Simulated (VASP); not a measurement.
Wanted: the native input for a VASP 6.6.1 run.

| Item | Value |
| --- | --- |
| Task | single point |
| Functional | r2SCAN |
| Potentials or basis | VASP PAW PBE potentials, release 64 (Ag) |
| Cutoff | 520 eV |
| k mesh | 20 × 20 × 20 |
| Occupations | gaussian, width 0.1 eV |
| Spin | no spin polarisation |
| Dipole correction | no |
| Further INCAR settings | ALGO = Normal; EDIFF = 1e-06; NBANDS = 12 |

Ag:

```
CELL_PARAMETERS angstrom
-1.50369 1.50369 1.50369
1.50369 -1.50369 1.50369
1.50369 1.50369 -1.50369
ATOMIC_POSITIONS crystal
Ag 0.00000 0.00000 0.00000
```

This isn't the form of Ag at room conditions, which is fcc.

One way to write it, as run:

POSCAR

```
Ag
1.0
   -1.5036865946      1.5036865946      1.5036865946
    1.5036865946     -1.5036865946      1.5036865946
    1.5036865946      1.5036865946     -1.5036865946
Ag
1
Direct
    0.0000000000      0.0000000000      0.0000000000
```

INCAR.step1

```
SYSTEM = Ag
PREC = Accurate
ENCUT = 520
ISMEAR = 0
SIGMA = 0.1
LREAL = .False.
LASPH = .True.
NELM = 60
NBANDS = 12
GGA = PE
ALGO = Normal
EDIFF = 1E-4
LWAVE = .True.
LCHARG = .False.
```

INCAR.step2

```
SYSTEM = Ag
PREC = Accurate
ENCUT = 520
EDIFF = 1E-6
ISMEAR = 0
SIGMA = 0.1
LREAL = .False.
LASPH = .True.
NELM = 60
ALGO = Normal
ISIF = 2
LWAVE = .False.
LCHARG = .False.
METAGGA = R2SCAN
LMIXTAU = .True.
NBANDS = 12
ISTART = 1
```

KPOINTS

```
Automatic mesh
0
Gamma
  20 20 20
  0 0 0
```

Potentials or basis: VASP PAW PBE potentials, release 64 (Ag).

Launch:

```bash
$ cat potpaw_PBE.64/Ag/POTCAR > POTCAR
$ cp INCAR.step1 INCAR
$ mpirun -np 1 vasp_std > vasp.out
$ cp INCAR.step2 INCAR
$ mpirun -np 1 vasp_std > vasp.out
```

Results of the run:

```yaml
Pressure: 50.9 GPa
Band_gap_on_the_k_mesh: zero (an odd number of electrons rules out a gap without spin polarisation)
```

Caveat: the cell stands under pressure; the PAW data sets were made with another functional, which shifts forces and pressure a little.

It took 2.1 min on 1 thread of Intel(R) Xeon(R) Platinum 8488C (Sapphire Rapids) (shared host), peak memory 0.16 GiB.
